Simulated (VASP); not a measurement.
# Li (Im-3m) in VASP: notebook, part 2 of 2

VASP 6.6.1.

## 3. Relaxation of cell and atoms, PBEsol

This run uses another cell than the first one, of 21.61 Å³/atom.

The input, INCAR:

```
PREC = Accurate
ENCUT = 600
EDIFF = 1E-6
ISMEAR = 1
SIGMA = 0.1
LREAL = False
LASPH = True
NELM = 60
ALGO = Normal
ISIF = 3
LWAVE = False
LCHARG = False
GGA = PS
IBRION = 2
NSW = 80
EDIFFG = -0.03
```

The input, KPOINTS:

```
regular mesh
0
Gamma
  7 7 7
```

The input, POSCAR:

```
Li
1.0
   -1.7546500000      1.7546500000      1.7546500000
    1.7546500000     -1.7546500000      1.7546500000
    1.7546500000      1.7546500000     -1.7546500000
Li
1
Direct
    0.0000000000      0.0000000000      0.0000000000
```

Potentials or basis: VASP PAW PBE potentials, release 64 (Li_sv).

Command:

```bash
> cat potpaw_PBE.64/Li_sv/POTCAR > POTCAR
> mpirun -np 1 vasp_std > vasp.out
```

OUTCAR:

```text
PREC = Accurate
   ENCUT = 600
   EDIFF = 1E-6
   ISMEAR = 1
   LREAL = False
   LASPH = True
   NELM = 60
   ISIF = 3
   GGA = PS
   IBRION = 2
   NSW = 80
   EDIFFG = -0.03

 ion  position               nearest neighbor table
   1  0.000  0.000  0.000-

  LATTYP: Found a body centered cubic cell.
 ALAT       =     3.5093000000

  Lattice vectors:

 A1 = (  -1.7546500000,   1.7546500000,   1.7546500000)
 A2 = (   1.7546500000,  -1.7546500000,   1.7546500000)
 A3 = (   1.7546500000,   1.7546500000,  -1.7546500000)

Analysis of symmetry for initial positions (statically):
=====================================================================
 Subroutine PRICEL returns:
 Original cell was already a primitive cell.

 Routine SETGRP: Setting up the symmetry group for a
 body centered cubic supercell.

 Subroutine GETGRP returns: Found 48 space group operations
 (whereof 48 operations were pure point group operations)
 out of a pool of 48 trial point group operations.

The static configuration has the point symmetry O_h .

Analysis of symmetry for dynamics (positions and initial velocities):
=====================================================================
 Subroutine PRICEL returns:
 Original cell was already a primitive cell.

 Routine SETGRP: Setting up the symmetry group for a
 body centered cubic supercell.

 Subroutine GETGRP returns: Found 48 space group operations
 (whereof 48 operations were pure point group operations)
 out of a pool of 48 trial point group operations.

The dynamic configuration has the point symmetry O_h .

 Subroutine INISYM returns: Found 48 space group operations
 (whereof 48 operations are pure point group operations),
 and found     1 'primitive' translations

----------------------------------------------------------------------------------------

                                     Primitive cell

  volume of cell :      21.6088

  direct lattice vectors                    reciprocal lattice vectors
    -1.754650000  1.754650000  1.754650000     0.000000000  0.284957114  0.284957114
     1.754650000 -1.754650000  1.754650000     0.284957114  0.000000000  0.284957114
     1.754650000  1.754650000 -1.754650000     0.284957114  0.284957114  0.000000000

  length of vectors
     3.039142950  3.039142950  3.039142950     0.402990215  0.402990215  0.402990215

  position of ions in fractional coordinates (direct lattice)
     0.000000000  0.000000000  0.000000000

  ion indices of the primitive-cell ions
   primitive index   ion index
                 1           1

----------------------------------------------------------------------------------------

 KPOINTS: regular mesh

Automatic generation of k-mesh.
 Grid dimensions read from file:
 generate k-points for:    7    7    7

 Generating k-lattice:

  Cartesian coordinates                     Fractional coordinates (reciprocal lattice)
     0.000000000  0.040708159  0.040708159     0.142857143  0.000000000  0.000000000
     0.040708159  0.000000000  0.040708159     0.000000000  0.142857143  0.000000000
     0.040708159  0.040708159  0.000000000     0.000000000  0.000000000  0.142857143

  Length of vectors
     0.057570031  0.057570031  0.057570031

  Shift w.r.t. Gamma in fractional coordinates (k-lattice)
     0.000000000  0.000000000  0.000000000

 Subroutine IBZKPT returns following result:
 ===========================================

 Found     20 irreducible k-points:

 Following reciprocal coordinates:
            Coordinates               Weight
  0.000000  0.000000  0.000000      1.000000
  0.142857  0.000000  0.000000     12.000000
  0.285714  0.000000  0.000000     12.000000
  0.428571  0.000000  0.000000     12.000000
  0.142857  0.142857  0.000000     24.000000
  0.285714  0.142857  0.000000     48.000000
[... 12 lines left out ...]
 -0.428571 -0.428571  0.285714      8.000000
 -0.428571  0.428571  0.428571      6.000000
   k-points           NKPTS =     20   k-points in BZ     NKDIM =     20   number of bands    NBANDS=      5
   number of dos      NEDOS =    301   number of ions     NIONS =      1
   total plane-waves  NPLWV =  13824
   dimension x,y,z NGX =    24 NGY =   24 NGZ =   24
   dimension x,y,z NGXF=    48 NGYF=   48 NGZF=   48
   ions per type =               1
   NGX,Y,Z   is equivalent  to a cutoff of  13.13, 13.13, 13.13 a.u.
   NGXF,Y,Z  is equivalent  to a cutoff of  26.26, 26.26, 26.26 a.u.
 SYSTEM =  unknown system
   PREC   = accura    normal or accurate (medium, high low for compatibility)
   ISTART =      0    job   : 0-new  1-cont  2-samecut
   ICHARG =      2    charge: 1-file 2-atom 10-const
   ISPIN  =      1    spin polarized calculation?
   LNONCOLLINEAR =      F non collinear calculations
   LSORBIT =      F    spin-orbit coupling
   LASPH  =      T    aspherical Exc in radial PAW
   ENCUT  =  600.0 eV  44.10 Ry    6.64 a.u.   6.07  6.07  6.07*2*pi/ulx,y,z
   NELM   =     60;   NELMIN=  2; NELMDL= -5     # of ELM steps
   EDIFF  = 0.1E-05   stopping-criterion for ELM
   LREAL  =      F    real-space projection
   EDIFFG = -.3E-01   stopping-criterion for IOM
   NSW    =     80    number of steps for IOM
   IBRION =      2    ionic relax: 0-MD 1-quasi-New 2-CG
   NFREE  =      1    steps in history (QN), initial steepest desc. (CG)
   ISIF   =      3    stress and relaxation
   ISYM   =      2    0-nonsym 1-usesym 2-fastsym
   POTIM  = 0.5000    time-step for ionic-motion
   TEBEG  =    0.0;   TEEND  =   0.0 temperature during run
   PSTRESS=    0.0 pullay stress
   NELECT =       3.0000    total number of electrons
   NUPDOWN=      -1.0000    fix difference up-down
   EMIN   =  10.00;   EMAX   =-10.00  energy-range for DOS
   EFERMI =   0.00;   METHOD = LEGACY
   ISMEAR =     1;   SIGMA  =   0.10  broadening in eV -4-tet -1-fermi 0-gaus
   EFERMI_NEDOS =   21; number of points for ismear=-14 and -15
   IALGO  =     38    algorithm
   IMIX   =      4    mixing-type and parameters
     AMIX     =   0.40;   BMIX     =  1.00
     AMIX_MAG =   1.60;   BMIX_MAG =  1.00
  volume/ion in A,a.u.               =      21.61       145.82
  Fermi-wavevector in a.u.,A,eV,Ry     =   0.847692  1.601906  9.776898  0.718582
  Thomas-Fermi vector in A             =   1.963238
   LORBIT       =      0    0 simple, 1 ext, 2 COOP (PROOUT), +10 PAW based schemes
   GGA     = PS    functional components
   LHFCALC =     F    Hartree Fock is set to
   AEXX    =    0.0000 exact exchange contribution
   IVDW    =     0    specifies the selected vdW correction
   LEPSILON=     F    determine dielectric tensor
   LRPA    =     F    only Hartree local field effects (RPA)
 conjugate gradient relaxation of ions
 non-spin polarized calculation
 Methfessel and Paxton  Order N= 1 SIGMA  =   0.10
  energy-cutoff  :      600.00
  volume of cell :       21.61
 maximum number of plane-waves:       732
   NGX = 13   NGY = 13   NGZ = 13

--------------------------------------- Ionic step        1  -------------------------------------------

 number of electron       2.9999991 magnetization

 Free energy of the ion-electron system (eV)
  ---------------------------------------------------
  ext. energy  EPLUGINS =         0.00000000
  ---------------------------------------------------
  free energy    TOTEN  =        -1.96408357 eV

  energy without entropy =       -1.96301554  energy(sigma->0) =       -1.96372756

------------------------ aborting loop because EDIFF is reached ----------------------------------------

  FORCE on cell =-STRESS in cart. coord.  units (eV):
  Direction    XX          YY          ZZ          XY          YZ          ZX
  --------------------------------------------------------------------------------------
  -------------------------------------------------------------------------------------
  Total       -0.1222075     -0.1222075     -0.1222075     -0.0000000      0.0000000     -0.0000000
  in kB       -9.0610169     -9.0610169     -9.0610169     -0.0000000      0.0000000     -0.0000000
  external PRESSURE =      -9.0610169 kB  Pullay stress =       0.0000000 kB
[... 55 lines left out ...]
  energy  without entropy=       -1.9649378045  energy(sigma->0) =       -1.96564982

--------------------------------------- Ionic step        3  -------------------------------------------

 number of electron       3.0000002 magnetization

 Free energy of the ion-electron system (eV)
  ---------------------------------------------------
  ext. energy  EPLUGINS =         0.00000000
  ---------------------------------------------------
  free energy    TOTEN  =        -1.96880909 eV

  energy without entropy =       -1.96775100  energy(sigma->0) =       -1.96845640

 E-fermi :   0.6350     XC(G=0):  -7.0369

 val. band max:        0.5998059182   @ k =  -0.2857   0.4286   0.1429
 cond. band min:       0.8364483623   @ k =  -0.4286   0.4286   0.1429
 fundamental gap:      0.2366424441
 Fermi energy:         0.6349653933

 k-point     1 :       0.0000    0.0000    0.0000
  band No.  band energies     occupation
      1     -45.2452      2.00000
      2      -2.9190      2.00000
      3      15.3563      0.00000
      4      15.3563      0.00000
      5      15.3563      0.00000

 k-point     2 :       0.1429    0.0000    0.0000
  band No.  band energies     occupation
      1     -45.2414      2.00000
      2      -2.5327      2.00000
      3      12.8262      0.00000
      4      13.9091      0.00000
      5      14.7102      0.00000
[... 170 lines left out ...]
  FREE ENERGIE OF THE ION-ELECTRON SYSTEM (eV)
  ---------------------------------------------------
  free  energy   TOTEN  =        -1.9688090939 eV

  energy  without entropy=       -1.9677510010  energy(sigma->0) =       -1.96845640

 reached required accuracy - stopping structural energy minimisation
```

OSZICAR:

```text
N       E                     dE             d eps       ncg     rms          rms(c)
DAV:   1     0.138332135152E+01    0.13833E+01   -0.85924E+02   200   0.490E+02
DAV:   2    -0.169500048739E+01   -0.30783E+01   -0.26966E+01   275   0.594E+01
DAV:   3    -0.193920957232E+01   -0.24421E+00   -0.24423E+00   245   0.125E+01
[... 21 lines left out ...]
DAV:   3    -0.197067382431E+01    0.15737E-02   -0.14787E-02   360   0.924E-01    0.513E-01
DAV:   4    -0.196877255459E+01    0.19013E-02   -0.28055E-03   320   0.478E-01    0.206E-02
DAV:   5    -0.196880078344E+01   -0.28229E-04   -0.22408E-04   250   0.136E-01    0.655E-03
DAV:   6    -0.196880850921E+01   -0.77258E-05   -0.61644E-06   220   0.243E-02    0.268E-03
DAV:   7    -0.196880909389E+01   -0.58468E-06   -0.23783E-07   110   0.630E-03
   3 F= -.19688091E+01 E0= -.19684564E+01  d E =-.472552E-02
```

CONTCAR:

```text
Li
   1.00000000000000
    -1.7132710434036071    1.7132710434036071    1.7132710434036071
     1.7132710434036071   -1.7132710434036071    1.7132710434036071
     1.7132710434036071    1.7132710434036071   -1.7132710434036071
  Li
     1
Direct
     0.0000000000000000    0.0000000000000000    0.0000000000000000

  0.00000000E+00  0.00000000E+00  0.00000000E+00
```

Run time: 7.2 s. Hardware: 1 thread of Intel Xeon 8259CL, shared host; peak memory 0.12 GiB.

What came out:

```yaml
Free_energy: -1.9688 eV
Relaxed_volume: 20.12 Å³/atom
Relaxed_cell: a = 2.967 Å, b = 2.967 Å, c = 2.967 Å, α = 109.47°, β = 109.47°, γ = 109.47°
Space_group_after_relaxing_to_0.1_Å: Im-3m (No. 229)
Energy_gained_by_relaxing: 4.7 meV/atom
Ionic_steps: 3
Pressure_after_relaxing: -0.1 GPa
Band_gap_on_the_k_mesh: zero (an odd number of electrons rules out a gap without spin polarisation)
```

Step by step:
```csv
step,energy change (eV),largest force (eV/Å),pressure (GPa),volume (Å³)
1,0.0000,0.0000,-0.91,21.61
2,-0.0019,0.0000,-0.71,21.23
3,-0.0047,0.0000,-0.06,20.12
```

Final structure:
```
CELL_PARAMETERS angstrom
-1.71327 1.71327 1.71327
1.71327 -1.71327 1.71327
1.71327 1.71327 -1.71327
ATOMIC_POSITIONS crystal
Li 0.00000 0.00000 0.00000
```

Caveat: the k points lie up to 0.37 Å⁻¹ apart in the final cell, too coarse for converged energies and pressures of a metal; the cutoff is under 1.25 times the usual one of these potentials, so pressure, stress and relaxed cells hold a basis-set (Pulay) error; the PAW data sets were made with another functional, which shifts forces and pressure a little.
